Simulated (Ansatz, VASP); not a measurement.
Ge in VASP and in Ansatz

INCAR

```
PREC = Accurate ; ENCUT = 520
EDIFF = 1E-6 ; ISMEAR = 0
SIGMA = 0.15 ; LREAL = False
LASPH = True ; NELM = 60
ALGO = Normal ; ISIF = 2
LWAVE = False ; LCHARG = False
GGA = PS ; NBANDS = 21
```

KPOINTS

```
regular mesh
0
Gamma
  22 22 12
```

Contents of POSCAR:

```
Ge
1.0
    0.0000000000      0.0000000000     -2.6427277821
    2.7652112298      0.0000000000      0.0000000000
    0.0000000000     -5.0390024825      0.0000000000
Ge
2
Direct
   -0.0094599225      0.5000000000      0.0000000000
    0.0094599225      0.0000000000      0.5000000000
```

Input for Ansatz:

```yaml
crystal:
  lattice:
    - [0.0, 0.0, -2.6427277821]
    - [2.7652112298, 0.0, 0.0]
    - [0.0, -5.0390024825, 0.0]
  atoms:
    - { symbol: Ge, position: [-0.0094599225, 0.5, 0.0] }
    - { symbol: Ge, position: [0.0094599225, 0.0, 0.5] }
basis:
  ecutwfc: 420
kpoints:
  mp_grid: { grid: [22, 22, 12] }
hamiltonian:
  xc: pbesol
scf:
  occupations: { method: gaussian, width: 0.15 }
output:
  forces: true
  stress: true
  eigenvalues: true
```

Change from the starting cell: mode 5 (55.6 1/cm) frozen in, largest displacement +0.025 Å.

Alike in both runs: task single point; functional PBEsol; k mesh 22 × 22 × 12; occupations gaussian, width 0.15 eV; no spin polarisation.

|  | VASP | Ansatz |
| --- | --- | --- |
| version | VASP 6.6.1 | Ansatz 0.2.0 |
| potentials or method | VASP PAW PBE potentials, release 64 (Ge_d), cutoff 520 eV | scalar-relativistic, plane waves, PAW |
| valence electrons in the cell | 28 | 28 |

|  | VASP | Ansatz | Ansatz less VASP |
| --- | --- | --- | --- |
| gap on the k mesh at the Fermi level (eV) | none | none | - |
| pressure (GPa) | -0.1 | 0.0 | +0.08 |
| traceless stress, the component that is largest in VASP (GPa) | 1.30 | 1.29 | -0.015 |
| rms of the force components (eV/Å) | 0.012 | 0.012 | +0.0003 |

VASP's potentials were made for PBE, not for PBEsol. Atom by atom the forces differ by 0.000 eV/Å (rms over components). A gap of «none» marks a metal or a gap that the smearing closes.
